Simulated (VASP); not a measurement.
# Ga (P6/mmm) in VASP: a series of runs

Ga is run at these levels: PBE; tasks: single point.

Everything below comes from runs of VASP 6.6.1. Logs are shortened: lines on timing, memory, paths and dates and some standing lists are left out, and cuts for length are marked.

## (1) The cell of the first run

Symmetry: P6/mmm, No. 191, hexagonal system. Conventional cell: a = 2.100 Å, b = 2.100 Å, c = 2.030 Å, α = 90.00°, β = 90.00°, γ = 120.00°. Within 2.7 Å of Ga (site symmetry 6/mmm) lie 8 Ga at 2.03 to 2.10 Å.

## (2) Single point, PBE

Input file INCAR:

```
SYSTEM = Ga
PREC = Accurate
ENCUT = 520
EDIFF = 1E-6
ISMEAR = -1
SIGMA = 0.05
LREAL = .FALSE.
LASPH = .TRUE.
NELM = 100
ALGO = Normal
ISIF = 2
LWAVE = .FALSE.
LCHARG = .FALSE.
GGA = PE
NBANDS = 12
```

Input file KPOINTS:

```
Automatic mesh
0
G
  17 17 15
  0 0 0
```

Input file POSCAR:

```
Ga
1.0
    2.0997137436      0.0000000000      0.0000000000
   -1.0498568718      1.8184054427      0.0000000000
    0.0000000000      0.0000000000      2.0301126829
Ga
1
Direct
    0.0000000000      0.0000000000      0.0000000000
```

Potentials or basis: VASP PAW PBE potentials, release 64 (Ga_d).

Command:

```console
> cat potpaw_PBE.64/Ga_d/POTCAR > POTCAR
> mpirun -np 1 vasp_std > vasp.out
```

OUTCAR:

```text
SYSTEM = Ga
   PREC = Accurate
   ENCUT = 520
   EDIFF = 1E-6
   ISMEAR = -1
   LREAL = .FALSE.
   LASPH = .TRUE.
   NELM = 100
   ISIF = 2
   GGA = PE

 ion  position               nearest neighbor table
   1  0.000  0.000  0.000-

  LATTYP: Found a hexagonal cell.
 ALAT       =     2.0997137436
 C/A-ratio  =     0.9668521193

  Lattice vectors:

 A1 = (   2.0997137436,   0.0000000000,   0.0000000000)
 A2 = (  -1.0498568718,   1.8184054427,   0.0000000000)
 A3 = (   0.0000000000,   0.0000000000,   2.0301126829)

Analysis of symmetry for initial positions (statically):
=====================================================================
 Subroutine PRICEL returns:
 Original cell was already a primitive cell.

 Routine SETGRP: Setting up the symmetry group for a
 hexagonal supercell.

 Subroutine GETGRP returns: Found 24 space group operations
 (whereof 24 operations were pure point group operations)
 out of a pool of 24 trial point group operations.

The static configuration has the point symmetry D_6h.

Analysis of symmetry for dynamics (positions and initial velocities):
=====================================================================
 Subroutine PRICEL returns:
 Original cell was already a primitive cell.

 Routine SETGRP: Setting up the symmetry group for a
 hexagonal supercell.

 Subroutine GETGRP returns: Found 24 space group operations
 (whereof 24 operations were pure point group operations)
 out of a pool of 24 trial point group operations.

The dynamic configuration has the point symmetry D_6h.

 Subroutine INISYM returns: Found 24 space group operations
 (whereof 24 operations are pure point group operations),
 and found     1 'primitive' translations

----------------------------------------------------------------------------------------

                                     Primitive cell

  volume of cell :       7.7512

  direct lattice vectors                    reciprocal lattice vectors
     2.099713744  0.000000000  0.000000000     0.476255396  0.274966181  0.000000000
    -1.049856872  1.818405443  0.000000000     0.000000000  0.549932362  0.000000000
     0.000000000  0.000000000  2.030112683     0.000000000  0.000000000  0.492583495

  length of vectors
     2.099713744  2.099713744  2.030112683     0.549932362  0.549932362  0.492583495

  position of ions in fractional coordinates (direct lattice)
     0.000000000  0.000000000  0.000000000

  ion indices of the primitive-cell ions
   primitive index   ion index
                 1           1

----------------------------------------------------------------------------------------

 KPOINTS: Automatic mesh

Automatic generation of k-mesh.
 Grid dimensions read from file:
 generate k-points for:   17   17   15

 Generating k-lattice:

  Cartesian coordinates                     Fractional coordinates (reciprocal lattice)
     0.028015023  0.016174481  0.000000000     0.058823529  0.000000000  0.000000000
     0.000000000  0.032348962  0.000000000     0.000000000  0.058823529  0.000000000
     0.000000000  0.000000000  0.032838900     0.000000000  0.000000000  0.066666667

  Length of vectors
     0.032348962  0.032348962  0.032838900

  Shift w.r.t. Gamma in fractional coordinates (k-lattice)
     0.000000000  0.000000000  0.000000000

 Subroutine IBZKPT returns following result:
 ===========================================

 Found    264 irreducible k-points:

 Following reciprocal coordinates:
            Coordinates               Weight
  0.000000  0.000000  0.000000      1.000000
  0.058824  0.000000  0.000000      6.000000
  0.117647  0.000000  0.000000      6.000000
  0.176471  0.000000  0.000000      6.000000
  0.235294  0.000000  0.000000      6.000000
  0.294118  0.000000  0.000000      6.000000
[... 16 lines left out ...]
  0.411765  0.117647  0.000000     12.000000
  0.176471  0.176471  0.000000      6.000000
 [... further k-points ...]
   k-points           NKPTS =    264   k-points in BZ     NKDIM =    264   number of bands    NBANDS=     12
   number of dos      NEDOS =    301   number of ions     NIONS =      1
   total plane-waves  NPLWV =   4096
   dimension x,y,z NGX =    16 NGY =   16 NGZ =   16
   dimension x,y,z NGXF=    32 NGYF=   32 NGZF=   32
   ions per type =               1
   NGX,Y,Z   is equivalent  to a cutoff of  12.67, 12.67, 13.10 a.u.
   NGXF,Y,Z  is equivalent  to a cutoff of  25.34, 25.34, 26.20 a.u.
 SYSTEM =  Ga
   PREC   = accura    normal or accurate (medium, high low for compatibility)
   ISTART =      0    job   : 0-new  1-cont  2-samecut
   ICHARG =      2    charge: 1-file 2-atom 10-const
   ISPIN  =      1    spin polarized calculation?
   LNONCOLLINEAR =      F non collinear calculations
   LSORBIT =      F    spin-orbit coupling
   LASPH  =      T    aspherical Exc in radial PAW
   ENCUT  =  520.0 eV  38.22 Ry    6.18 a.u.   3.90  3.90  3.77*2*pi/ulx,y,z
   NELM   =    100;   NELMIN=  2; NELMDL= -5     # of ELM steps
   EDIFF  = 0.1E-05   stopping-criterion for ELM
   LREAL  =      F    real-space projection
   EDIFFG = 0.1E-04   stopping-criterion for IOM
   NSW    =      0    number of steps for IOM
   IBRION =     -1    ionic relax: 0-MD 1-quasi-New 2-CG
   NFREE  =      0    steps in history (QN), initial steepest desc. (CG)
   ISIF   =      2    stress and relaxation
   ISYM   =      2    0-nonsym 1-usesym 2-fastsym
   POTIM  = 0.5000    time-step for ionic-motion
   TEBEG  =    0.0;   TEEND  =   0.0 temperature during run
   PSTRESS=    0.0 pullay stress
   NELECT =      13.0000    total number of electrons
   NUPDOWN=      -1.0000    fix difference up-down
   EMIN   =  10.00;   EMAX   =-10.00  energy-range for DOS
   EFERMI =   0.00;   METHOD = LEGACY
   ISMEAR =    -1;   SIGMA  =   0.05  broadening in eV -4-tet -1-fermi 0-gaus
   EFERMI_NEDOS =   21; number of points for ismear=-14 and -15
   IALGO  =     38    algorithm
   IMIX   =      4    mixing-type and parameters
     AMIX     =   0.40;   BMIX     =  1.00
     AMIX_MAG =   1.60;   BMIX_MAG =  1.00
  volume/ion in A,a.u.               =       7.75        52.31
  Fermi-wavevector in a.u.,A,eV,Ry     =   1.945057  3.675624 51.474188  3.783246
  Thomas-Fermi vector in A             =   2.973857
   LORBIT       =      0    0 simple, 1 ext, 2 COOP (PROOUT), +10 PAW based schemes
   GGA     = PE    functional components
   LHFCALC =     F    Hartree Fock is set to
   AEXX    =    0.0000 exact exchange contribution
   IVDW    =     0    specifies the selected vdW correction
   LEPSILON=     F    determine dielectric tensor
   LRPA    =     F    only Hartree local field effects (RPA)
 non-spin polarized calculation
  energy-cutoff  :      520.00
  volume of cell :        7.75
 maximum number of plane-waves:       218
 NGX is ok and might be reduce to    16
   NGX =  7   NGY =  7   NGZ =  7

 number of electron      13.0000018 magnetization

 Free energy of the ion-electron system (eV)
  ---------------------------------------------------
  ext. energy  EPLUGINS =         0.00000000
  ---------------------------------------------------
  free energy    TOTEN  =         3.50014367 eV

  energy without entropy =        3.50232022  energy(sigma->0) =        3.50123195

 E-fermi :  18.3621     XC(G=0): -16.3375

 val. band max:       18.2807325277   @ k =   0.2353   0.0000   0.3333
 cond. band min:      18.3939562055   @ k =   0.2941   0.2941   0.4667
 fundamental gap:      0.1132236777
 Fermi energy:        18.3621453473

 k-point     1 :       0.0000    0.0000    0.0000
  band No.  band energies     occupation
      1      -2.5913      2.00000
      2      -1.2888      2.00000
      3       0.3288      2.00000
      4       0.3288      2.00000
      5       2.0700      2.00000
      6       2.0700      2.00000
      7      33.0579      0.00000
      8      38.9715      0.00000
      9      39.4878      0.00000
     10      42.8884      0.00000
     11      42.8884      0.00000
     12      46.5020      0.00000

 k-point     2 :       0.0588    0.0000    0.0000
  band No.  band energies     occupation
      1      -2.4197      2.00000
      2      -1.2620      2.00000
      3       0.2909      2.00000
      4       0.3887      2.00000
      5       2.0318      2.00000
      6       2.0626      2.00000
      7      33.2767      0.00000
      8      38.0935      0.00000
      9      38.9060      0.00000
     10      41.3796      0.00000
     11      41.6022      0.00000
     12      48.2359      0.00000

 k-point     3 :       0.1176    0.0000    0.0000
  band No.  band energies     occupation
      1      -1.9258      2.00000
      2      -1.1852      2.00000
      3       0.2044      2.00000
      4       0.5624      2.00000
      5       1.9235      2.00000
      6       2.0414      2.00000
      7      33.9261      0.00000
      8      34.4870      0.00000
      9      38.6593      0.00000
     10      39.0684      0.00000
     11      41.1294      0.00000
     12      51.2073      0.00000
[... 286 lines left out ...]
 k-point    23 :       0.4118    0.1176    0.0000
  band No.  band energies     occupation
      1      -1.1309      2.00000
      2      -0.4217      2.00000
      3       1.0777      2.00000
      4       1.7575      2.00000
      5       1.7653      2.00000
      6       8.7797      2.00000
      7      14.0375      2.00000
      8      26.0136      0.00000
      9      42.5027      0.00000
     10      43.1053      0.00000
     11      45.4445      0.00000
     12      49.5837      0.00000

 k-point    24 :       0.1765    0.1765    0.0000
  band No.  band energies     occupation
      1      -0.7624      2.00000
      2      -0.3176      2.00000
      3       0.3134      2.00000
      4       1.4050      2.00000
      5       1.8572      2.00000
      6       3.2402      2.00000
      7      25.0142      0.00000
      8      25.9964      0.00000
      9      38.6275      0.00000
     10      41.0813      0.00000
     11      46.9514      0.00000
     12      51.4103      0.00000

 [... further k-points ...]

------------------------ aborting loop because EDIFF is reached ----------------------------------------

  FORCE on cell =-STRESS in cart. coord.  units (eV):
  Direction    XX          YY          ZZ          XY          YZ          ZX
  --------------------------------------------------------------------------------------
  -------------------------------------------------------------------------------------
  Total       20.2011704     20.2011704     20.3445776      0.0000000      0.0000000      0.0000000
  in kB     4175.5737284   4175.5737287   4205.2159471      0.0000000      0.0000000      0.0000000
  external PRESSURE =    4185.4544681 kB  Pullay stress =       0.0000000 kB

 VOLUME and BASIS-vectors are now :
 -----------------------------------------------------------------------------
  energy-cutoff  :      520.00
  volume of cell :        7.75
      direct lattice vectors                 reciprocal lattice vectors
     2.099713744  0.000000000  0.000000000     0.476255396  0.274966181  0.000000000
    -1.049856872  1.818405443  0.000000000     0.000000000  0.549932362  0.000000000
     0.000000000  0.000000000  2.030112683     0.000000000  0.000000000  0.492583495

 POSITION                                       TOTAL-FORCE (eV/Angst)
 -----------------------------------------------------------------------------------
      0.00000      0.00000      0.00000        -0.000000      0.000000      0.000000
 -----------------------------------------------------------------------------------
    total drift:                                0.000000      0.000000      0.000000

  FREE ENERGIE OF THE ION-ELECTRON SYSTEM (eV)
  ---------------------------------------------------
  free  energy   TOTEN  =         3.5001436681 eV

  energy  without entropy=        3.5023202245  energy(sigma->0) =        3.50123195
```

Wall time 7.6 s (1 thread of Intel Xeon 6975P-C (Granite Rapids), shared host); peak memory 0.13 GiB.

Results:

| Quantity | Value |
| --- | --- |
| Free energy | 3.5001 eV |
| Pressure | 418.5 GPa |

(Continued in part 2 of 3.)
